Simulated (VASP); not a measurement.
# LiK in VASP: single point with AM05

Aim: the single point of LiK with AM05.

Program: VASP 6.6.1. These are calculated values, not measurements. Logs are shortened: lines on timing, memory, paths and dates and some standing lists are left out, and cuts for length are marked.

**1. The cell of the first run**

The cell holds a molecule in a box, 2 atoms: a = 9.000 Å, b = 9.000 Å, c = 13.000 Å, α = 90.00°, β = 90.00°, γ = 90.00°.

**2. Single point, AM05**

POSCAR reads:

```
KLi
1.0
    9.0000000000      0.0000000000      0.0000000000
    0.0000000000      9.0000000000      0.0000000000
    0.0000000000      0.0000000000     13.0000000000
Li K
1 1
Direct
    0.5014444400      0.5023333300      0.3768461500
    0.5014444400      0.5023333300      0.6283846200
```

INCAR.step1 reads:

```
ISMEAR = 0 ; SIGMA = 0.03
LWAVE = True ; LCHARG = True
ISIF = 0 ; NELM = 100
ALGO = Normal ; PREC = Accurate
LASPH = True ; LREAL = False
EDIFF = 1E-5 ; GGA_COMPAT = False
ENCUT = 650 ; EFERMI = MIDGAP
NELMDL = -8 ; GGA = PE
```

INCAR.step2 reads:

```
GGA = AM ; ISMEAR = 0
SIGMA = 0.03 ; LWAVE = False
LCHARG = False ; ISIF = 0
NELM = 100 ; ALGO = All
PREC = Accurate ; LASPH = True
LREAL = False ; EDIFF = 1E-6
GGA_COMPAT = False ; ENCUT = 650
EFERMI = MIDGAP ; NELMDL = -8
ISTART = 1 ; ISEARCH = 1
```

KPOINTS reads:

```
k-points
0
Gamma
  1 1 1
```

Potentials or basis: VASP PAW PBE potentials, release 64 (Li_sv, K_sv).

Started as:

```bash
> cat potpaw_PBE.64/Li_sv/POTCAR potpaw_PBE.64/K_sv/POTCAR > POTCAR
> cp INCAR.step1 INCAR
> mpirun -np 1 vasp_gam > vasp.out
> cp INCAR.step2 INCAR
> mpirun -np 1 vasp_gam > vasp.out
```

OUTCAR:

```text
GGA = AM
   ISMEAR = 0
   ISIF = 0
   NELM = 100
   PREC = Accurate
   LASPH = True
   LREAL = False
   EDIFF = 1E-6
   ENCUT = 650
   EFERMI = MIDGAP
   NELMDL = -8
   ISTART = 1

 Found      1 irreducible k-points:

 Following reciprocal coordinates:
            Coordinates               Weight
  0.000000  0.000000  0.000000      1.000000
   k-points           NKPTS =      1   k-points in BZ     NKDIM =      1   number of bands    NBANDS=     10
   number of dos      NEDOS =    301   number of ions     NIONS =      2
   total plane-waves  NPLWV = 691200
   dimension x,y,z NGX =    80 NGY =   80 NGZ =  108
   dimension x,y,z NGXF=   160 NGYF=  160 NGZF=  216
   ions per type =               1   1
   NGX,Y,Z   is equivalent  to a cutoff of  14.78, 14.78, 13.81 a.u.
   NGXF,Y,Z  is equivalent  to a cutoff of  29.55, 29.55, 27.62 a.u.
 SYSTEM =  unknown system
   PREC   = accura    normal or accurate (medium, high low for compatibility)
   ISTART =      1    job   : 0-new  1-cont  2-samecut
   ICHARG =      0    charge: 1-file 2-atom 10-const
   ISPIN  =      1    spin polarized calculation?
   LNONCOLLINEAR =      F non collinear calculations
   LSORBIT =      F    spin-orbit coupling
   LASPH  =      T    aspherical Exc in radial PAW
   ENCUT  =  650.0 eV  47.77 Ry    6.91 a.u.  18.71 18.71 27.02*2*pi/ulx,y,z
   NELM   =    100;   NELMIN=  2; NELMDL= -8     # of ELM steps
   EDIFF  = 0.1E-05   stopping-criterion for ELM
   LREAL  =      F    real-space projection
   EDIFFG = 0.1E-04   stopping-criterion for IOM
   NSW    =      0    number of steps for IOM
   IBRION =     -1    ionic relax: 0-MD 1-quasi-New 2-CG
   NFREE  =      0    steps in history (QN), initial steepest desc. (CG)
   ISIF   =      0    stress and relaxation
   ISYM   =      2    0-nonsym 1-usesym 2-fastsym
   POTIM  = 0.5000    time-step for ionic-motion
   TEBEG  =    0.0;   TEEND  =   0.0 temperature during run

   SCALEE = 1.0000    scale energy and forces
   PSTRESS=    0.0 pullay stress
   NELECT =      12.0000    total number of electrons
   NUPDOWN=      -1.0000    fix difference up-down
   EMIN   =  10.00;   EMAX   =-10.00  energy-range for DOS
   EFERMI =   0.00;   METHOD = MIDGAP
   ISMEAR =     0;   SIGMA  =   0.03  broadening in eV -4-tet -1-fermi 0-gaus
   EFERMI_NEDOS =   21; number of points for ismear=-14 and -15
   IALGO  =     58    algorithm
   IMIX   =      4    mixing-type and parameters
     AMIX     =   0.40;   BMIX     =  1.00
     AMIX_MAG =   1.60;   BMIX_MAG =  1.00
  volume/ion in A,a.u.               =     526.50      3553.00
  Fermi-wavevector in a.u.,A,eV,Ry     =   0.368405  0.696185  1.846616  0.135722
  Thomas-Fermi vector in A             =   1.294246
   LORBIT       =      0    0 simple, 1 ext, 2 COOP (PROOUT), +10 PAW based schemes
   GGA     = AM    functional components
   LHFCALC =     F    Hartree Fock is set to
   AEXX    =    0.0000 exact exchange contribution
   IVDW    =     0    specifies the selected vdW correction
   LEPSILON=     F    determine dielectric tensor
   LRPA    =     F    only Hartree local field effects (RPA)

   CSHIFT  =0.1000    complex shift for real part using Kramers Kronig

   OMEGAMAX=  -1.0    maximum frequency
 non-spin polarized calculation
 Gauss-broadening in eV      SIGMA  =   0.03
  energy-cutoff  :      650.00
  volume of cell :     1053.00
 maximum number of plane-waves:     19826
 NGX is ok and might be reduce to    80
   NGX = 37   NGY = 37   NGZ = 55

 number of electron      12.0000004 magnetization

 Free energy of the ion-electron system (eV)
  ---------------------------------------------------
  ext. energy  EPLUGINS =         0.00000000
  ---------------------------------------------------
  free energy    TOTEN  =        -1.27173032 eV

  energy without entropy =       -1.27173032  energy(sigma->0) =       -1.27173032

 E-fermi :  -2.0046     XC(G=0):  -1.5598

 val. band max:       -2.6093037774   @ k =   0.0000   0.0000   0.0000
 cond. band min:      -1.4002795115   @ k =   0.0000   0.0000   0.0000
 fundamental gap:      1.2090242658
 Fermi energy:        -2.0046154653

 k-point     1 :       0.0000    0.0000    0.0000
  band No.  band energies     occupation
      1     -49.7951      2.00000
      2     -34.7337      2.00000
      3     -18.3192      2.00000
      4     -18.3192      2.00000
      5     -18.3037      2.00000
      6      -2.6093      2.00000
      7      -1.4003      0.00000
      8      -0.6510      0.00000
      9      -0.5727      0.00000
     10      -0.5727      0.00000

------------------------ aborting loop because EDIFF is reached ----------------------------------------

 VOLUME and BASIS-vectors are now :
 -----------------------------------------------------------------------------
  energy-cutoff  :      650.00
  volume of cell :     1053.00
      direct lattice vectors                 reciprocal lattice vectors
     9.000000000  0.000000000  0.000000000     0.111111111  0.000000000  0.000000000
     0.000000000  9.000000000  0.000000000     0.000000000  0.111111111  0.000000000
     0.000000000  0.000000000 13.000000000     0.000000000  0.000000000  0.076923077

 POSITION                                       TOTAL-FORCE (eV/Angst)
 -----------------------------------------------------------------------------------
      4.51300      4.52100      4.89900         0.000000     -0.000000     -0.139164
      4.51300      4.52100      8.16900         0.000000      0.000000      0.139164
 -----------------------------------------------------------------------------------
    total drift:                                0.000002      0.000003     -0.000639

  FREE ENERGIE OF THE ION-ELECTRON SYSTEM (eV)
  ---------------------------------------------------
  free  energy   TOTEN  =        -1.2717303218 eV

  energy  without entropy=       -1.2717303218  energy(sigma->0) =       -1.27173032
```

Wall time 5.4 min (1 thread of Intel Xeon Platinum 8259CL at 2.50GHz (Skylake/Cascade Lake), shared host); peak memory 1.1 GiB.

What came out:

```yaml
Free_energy: -1.2717 eV
Largest_force: 0.139 eV/Å
Gap_between_the_frontier_levels: 1.21 eV
```

Forces on the atoms (eV/Å):
```
Li   0.000  0.000 -0.139
K    0.000  0.000  0.139
```

Levels at points of the mesh, in eV from the valence-band top:
| k point | band 4 | band 5 | band 6 | band 7 | band 8 | band 9 |
| --- | --- | --- | --- | --- | --- | --- |
| (0.00, 0.00, 0.00) | -15.71 | -15.69 | 0.00 | 1.21 | 1.96 | 2.04 |

Caveat: the PAW data sets were made with another functional, which shifts forces and pressure a little.
